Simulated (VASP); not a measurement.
# Co (P6_3/mmc) in VASP: single point with PBE

Aim: the single point of Co with PBE.

Program: VASP 6.6.1. These are calculated values, not measurements. Logs are shortened: lines on timing, memory, paths and dates and some standing lists are left out, and cuts for length are marked.

## (1) The cell of the first run

Symmetry: P6_3/mmc, No. 194, hexagonal system. The conventional cell has a = 2.500 Å, b = 2.500 Å, c = 3.956 Å, α = 90.00°, β = 90.00°, γ = 120.00°. Within 3.2 Å of Co (site symmetry -6m2) lie 12 Co at 2.45 to 2.50 Å.

## (2) Single point, PBE

File POSCAR:

```
Co
1.0
    1.2498640000      2.1648260000      0.0000000000
   -1.2498640000      2.1648260000      0.0000000000
    0.0000000000      0.0000000000      3.9557920000
Co
2
Direct
    0.3333300000      0.3333400000      0.2500000000
    0.6666600000      0.6666700000      0.7500000000
```

File INCAR.step1:

```
SYSTEM = Co
PREC = Accurate
ENCUT = 520
EDIFF = 1E-7
ISMEAR = -1
SIGMA = 0.1
LREAL = .FALSE.
LASPH = .TRUE.
NELM = 60
ALGO = Normal
ISIF = 2
LWAVE = .FALSE.
LCHARG = .TRUE.
LMAXMIX = 4
GGA = PE
NBANDS = 16
```

File KPOINTS.step1:

```
regular mesh
0
G
  15 15 9
  0 0 0
```

File INCAR.step2:

```
SYSTEM = Co
PREC = Accurate
ENCUT = 520
EDIFF = 1E-7
ISMEAR = -5
SIGMA = 0.1
LREAL = .FALSE.
LASPH = .TRUE.
NELM = 60
ALGO = Normal
ISIF = 2
LWAVE = .FALSE.
LCHARG = .FALSE.
LMAXMIX = 4
GGA = PE
LORBIT = 11
NBANDS = 16
NEDOS = 2001
ICHARG = 11
```

File KPOINTS.step2:

```
regular mesh
0
G
  23 23 14
  0 0 0
```

Potentials or basis: VASP PAW PBE potentials, release 64 (Co).

Run with:

```sh
cat potpaw_PBE.64/Co/POTCAR > POTCAR
cp INCAR.step1 INCAR
cp KPOINTS.step1 KPOINTS
mpirun -np 1 vasp_std > vasp.out
cp INCAR.step2 INCAR
cp KPOINTS.step2 KPOINTS
mpirun -np 1 vasp_std > vasp.out
```

OUTCAR:

```text
SYSTEM = Co
   PREC = Accurate
   ENCUT = 520
   EDIFF = 1E-7
   ISMEAR = -5
   LREAL = .FALSE.
   LASPH = .TRUE.
   NELM = 60
   ISIF = 2
   GGA = PE
   LORBIT = 11
   ICHARG = 11

 ion  position               nearest neighbor table
   1  0.333  0.333  0.250-   2 2.45   2 2.45   2 2.45   2 2.45   2 2.45   2 2.45
   2  0.667  0.667  0.750-   1 2.45   1 2.45   1 2.45   1 2.45   1 2.45   1 2.45

  LATTYP: Found a hexagonal cell.
 ALAT       =     2.4997263108
 C/A-ratio  =     1.5824900442

  Lattice vectors:

 A1 = (   1.2498640000,  -2.1648260000,   0.0000000000)
 A2 = (   1.2498640000,   2.1648260000,   0.0000000000)
 A3 = (   0.0000000000,   0.0000000000,   3.9557920000)

Analysis of symmetry for initial positions (statically):
=====================================================================
 Subroutine PRICEL returns:
 Original cell was already a primitive cell.

 Routine SETGRP: Setting up the symmetry group for a
 hexagonal supercell.

 Subroutine GETGRP returns: Found  8 space group operations
 (whereof  2 operations were pure point group operations)
 out of a pool of 24 trial point group operations.

The static configuration has the point symmetry C_2 .
 The point group associated with its full space group is D_2h.

Analysis of symmetry for dynamics (positions and initial velocities):
=====================================================================
 Subroutine PRICEL returns:
 Original cell was already a primitive cell.

 Routine SETGRP: Setting up the symmetry group for a
 hexagonal supercell.

 Subroutine GETGRP returns: Found  8 space group operations
 (whereof  2 operations were pure point group operations)
 out of a pool of 24 trial point group operations.

The dynamic configuration has the point symmetry C_2 .
 The point group associated with its full space group is D_2h.

 Subroutine INISYM returns: Found  8 space group operations
 (whereof  2 operations are pure point group operations),
 and found     1 'primitive' translations

----------------------------------------------------------------------------------------

                                     Primitive cell

  volume of cell :      21.4067

  direct lattice vectors                    reciprocal lattice vectors
     1.249864000  2.164826000  0.000000000     0.400043525  0.230965445  0.000000000
    -1.249864000  2.164826000  0.000000000    -0.400043525  0.230965445  0.000000000
     0.000000000  0.000000000  3.955792000     0.000000000  0.000000000  0.252793878

  length of vectors
     2.499726311  2.499726311  3.955792000     0.461930577  0.461930577  0.252793878

  position of ions in fractional coordinates (direct lattice)
     0.333330000  0.333340000  0.250000000
     0.666660000  0.666670000  0.750000000

  ion indices of the primitive-cell ions
   primitive index   ion index
                 1           1
                 2           2

----------------------------------------------------------------------------------------

 KPOINTS: regular mesh

Automatic generation of k-mesh.
 Grid dimensions read from file:
 generate k-points for:   23   23   14

 Generating k-lattice:

  Cartesian coordinates                     Fractional coordinates (reciprocal lattice)
     0.017393197  0.010041976  0.000000000     0.043478261  0.000000000  0.000000000
    -0.017393197  0.010041976  0.000000000     0.000000000  0.043478261  0.000000000
     0.000000000  0.000000000  0.018056706     0.000000000  0.000000000  0.071428571

  Length of vectors
     0.020083938  0.020083938  0.018056706

  Shift w.r.t. Gamma in fractional coordinates (k-lattice)
     0.000000000  0.000000000  0.000000000

 TETIRR: Found  11109 inequivalent tetrahedra from    44436

 Subroutine IBZKPT returns following result:
 ===========================================

 Found   1152 irreducible k-points:

 Following reciprocal coordinates:
            Coordinates               Weight
  0.000000  0.000000  0.000000      1.000000
  0.043478  0.000000  0.000000      4.000000
  0.043478  0.043478  0.000000      2.000000
  0.086957  0.000000  0.000000      4.000000
  0.086957  0.086957  0.000000      2.000000
  0.130435  0.000000  0.000000      4.000000
[... 16 lines left out ...]
  0.478261  0.478261  0.000000      2.000000
  0.086957  0.043478  0.000000      4.000000
 [... further k-points ...]
   k-points           NKPTS =   1152   k-points in BZ     NKDIM =   1152   number of bands    NBANDS=     16
   number of dos      NEDOS =   2001   number of ions     NIONS =      2
   total plane-waves  NPLWV =  12000
   dimension x,y,z NGX =    20 NGY =   20 NGZ =   30
   dimension x,y,z NGXF=    40 NGYF=   40 NGZF=   60
   ions per type =               2
   NGX,Y,Z   is equivalent  to a cutoff of  13.30, 13.30, 12.61 a.u.
   NGXF,Y,Z  is equivalent  to a cutoff of  26.60, 26.60, 25.22 a.u.
 SYSTEM =  Co
   PREC   = accura    normal or accurate (medium, high low for compatibility)
   ISTART =      0    job   : 0-new  1-cont  2-samecut
   ICHARG =     11    charge: 1-file 2-atom 10-const
   ISPIN  =      1    spin polarized calculation?
   LNONCOLLINEAR =      F non collinear calculations
   LSORBIT =      F    spin-orbit coupling
   LASPH  =      T    aspherical Exc in radial PAW
   ENCUT  =  520.0 eV  38.22 Ry    6.18 a.u.   4.65  4.65  7.36*2*pi/ulx,y,z
   NELM   =     60;   NELMIN=  2; NELMDL=  0     # of ELM steps
   EDIFF  = 0.1E-06   stopping-criterion for ELM
   LREAL  =      F    real-space projection
   EDIFFG = 0.1E-05   stopping-criterion for IOM
   NSW    =      0    number of steps for IOM
   IBRION =     -1    ionic relax: 0-MD 1-quasi-New 2-CG
   NFREE  =      0    steps in history (QN), initial steepest desc. (CG)
   ISIF   =      2    stress and relaxation
   ISYM   =      2    0-nonsym 1-usesym 2-fastsym
   POTIM  = 0.5000    time-step for ionic-motion
   TEBEG  =    0.0;   TEEND  =   0.0 temperature during run
   PSTRESS=    0.0 pullay stress
   NELECT =      18.0000    total number of electrons
   NUPDOWN=      -1.0000    fix difference up-down
   EMIN   =  10.00;   EMAX   =-10.00  energy-range for DOS
   EFERMI =   0.00;   METHOD = LEGACY
   ISMEAR =    -5;   SIGMA  =   0.10  broadening in eV -4-tet -1-fermi 0-gaus
   EFERMI_NEDOS =   21; number of points for ismear=-14 and -15
   IALGO  =     38    algorithm
   IMIX   =      4    mixing-type and parameters
     AMIX     =   0.40;   BMIX     =  1.00
     AMIX_MAG =   1.60;   BMIX_MAG =  1.00
  volume/ion in A,a.u.               =      10.70        72.23
  Fermi-wavevector in a.u.,A,eV,Ry     =   1.545193  2.919990 32.485542  2.387620
  Thomas-Fermi vector in A             =   2.650606
   LORBIT       =     11    0 simple, 1 ext, 2 COOP (PROOUT), +10 PAW based schemes
   GGA     = PE    functional components
   LHFCALC =     F    Hartree Fock is set to
   AEXX    =    0.0000 exact exchange contribution
   IVDW    =     0    specifies the selected vdW correction
   LEPSILON=     F    determine dielectric tensor
   LRPA    =     F    only Hartree local field effects (RPA)
 non-spin polarized calculation
 Fermi weights with tetrahedron method with Bloechl corrections
  energy-cutoff  :      520.00
  volume of cell :       21.41
 maximum number of plane-waves:       590

 number of electron      17.9999990 magnetization

 Free energy of the ion-electron system (eV)
  ---------------------------------------------------
  ext. energy  EPLUGINS =         0.00000000
  ---------------------------------------------------
  free energy    TOTEN  =       -13.61003515 eV

  energy without entropy =      -13.61003515  energy(sigma->0) =      -13.61003515

 E-fermi :  10.3860     XC(G=0): -13.5001

 val. band max:       10.4614534364   @ k =   0.0000   0.0000   0.0000
 cond. band min:      10.3412664332   @ k =   0.1304   0.1304   0.5000
 fundamental gap:     -0.1201870032
 Fermi energy:        10.3859524922

 k-point     1 :       0.0000    0.0000    0.0000
  band No.  band energies     occupation
      1       1.4507      2.00000
      2       5.7055      2.00000
      3       8.5737      2.00000
      4       8.5737      2.00000
      5       8.6414      2.00000
      6       8.9431      2.00000
[... 8 lines left out ...]
     15      34.9110      0.00000
     16      34.9166      0.00000

 k-point     2 :       0.0435    0.0000    0.0000
  band No.  band energies     occupation
      1       1.5170      2.00000
      2       5.7470      2.00000
      3       8.4676      2.00000
      4       8.6062      2.00000
      5       8.7358      2.00000
      6       8.9264      2.00000
[... 8 lines left out ...]
     15      33.6163      0.00000
     16      33.9947      0.00000

 k-point     3 :       0.0435    0.0435    0.0000
  band No.  band energies     occupation
      1       1.5170      2.00000
      2       5.7470      2.00000
      3       8.4676      2.00000
      4       8.6062      2.00000
      5       8.7358      2.00000
      6       8.9264      2.00000
[... 8 lines left out ...]
     15      33.6164      0.00000
     16      33.9947      0.00000

 k-point     4 :       0.0870    0.0000    0.0000
  band No.  band energies     occupation
      1       1.7144      2.00000
      2       5.8665      2.00000
      3       8.3156      2.00000
      4       8.7020      2.00000
      5       8.8362      2.00000
      6       8.9003      2.00000
[... 8 lines left out ...]
     15      32.6883      0.00000
     16      32.7192      0.00000
[... 324 lines left out ...]
 k-point    22 :       0.4783    0.0000    0.0000
  band No.  band energies     occupation
      1       6.0220      2.00000
      2       6.2128      2.00000
      3       6.4997      2.00000
      4       8.1393      2.00000
      5       8.3115      2.00000
      6       8.6450      2.00000
[... 8 lines left out ...]
     15      23.7842      0.00000
     16      25.0794      0.00000

 k-point    23 :       0.4783    0.4783    0.0000
  band No.  band energies     occupation
      1       6.0221      2.00000
      2       6.2128      2.00000
      3       6.4997      2.00000
      4       8.1393      2.00000
      5       8.3115      2.00000
      6       8.6450      2.00000
[... 8 lines left out ...]
     15      23.7842      0.00000
     16      25.0807      0.00000

 k-point    24 :       0.0870    0.0435    0.0000
  band No.  band energies     occupation
      1       1.6489      2.00000
      2       5.8276      2.00000
      3       8.3577      2.00000
      4       8.6711      2.00000
      5       8.8219      2.00000
      6       8.8936      2.00000
[... 8 lines left out ...]
     15      32.0987      0.00000
     16      33.9736      0.00000

 [... further k-points ...]
[... 5 lines left out ...]
  --------------------------------------------------------------------------------------
  -------------------------------------------------------------------------------------
  Total       -1.9458333     -1.9464867     -1.2919628      0.0000000      0.0000000      0.0000000
  in kB     -145.6354238   -145.6843260    -96.6966437      0.0000000      0.0000000      0.0000000
  external PRESSURE =    -129.3387978 kB  Pullay stress =       0.0000000 kB

 VOLUME and BASIS-vectors are now :
 -----------------------------------------------------------------------------
  energy-cutoff  :      520.00
  volume of cell :       21.41
      direct lattice vectors                 reciprocal lattice vectors
     1.249864000  2.164826000  0.000000000     0.400043525  0.230965445  0.000000000
    -1.249864000  2.164826000  0.000000000    -0.400043525  0.230965445  0.000000000
     0.000000000  0.000000000  3.955792000     0.000000000  0.000000000  0.252793878

 POSITION                                       TOTAL-FORCE (eV/Angst)
 -----------------------------------------------------------------------------------
     -0.00001      1.44322      0.98895         0.000000      0.000390     -0.000000
     -0.00001      2.88643      2.96684         0.000000     -0.000390      0.000000
 -----------------------------------------------------------------------------------
    total drift:                                0.000000      0.000000      0.000000

  FREE ENERGIE OF THE ION-ELECTRON SYSTEM (eV)
  ---------------------------------------------------
  free  energy   TOTEN  =       -13.6100351458 eV

  energy  without entropy=      -13.6100351458  energy(sigma->0) =      -13.61003515

 total charge

# of ion       s       p       d       tot
------------------------------------------
    1        0.487   0.526   7.286   8.300
    2        0.487   0.526   7.286   8.300
--------------------------------------------------
tot          0.974   1.053  14.572  16.599
```

It took 3.5 min on 1 thread of AMD EPYC 7R13 (Zen 3), shared host; peak memory 0.4 GiB.

Results:

* Valence electrons inside the program's atomic spheres: Co 8.30

Caveat: the run has no spin polarisation, though such a crystal can be magnetic. Spin polarisation is off, so any magnetic state and its effect on volume and gap are missing.
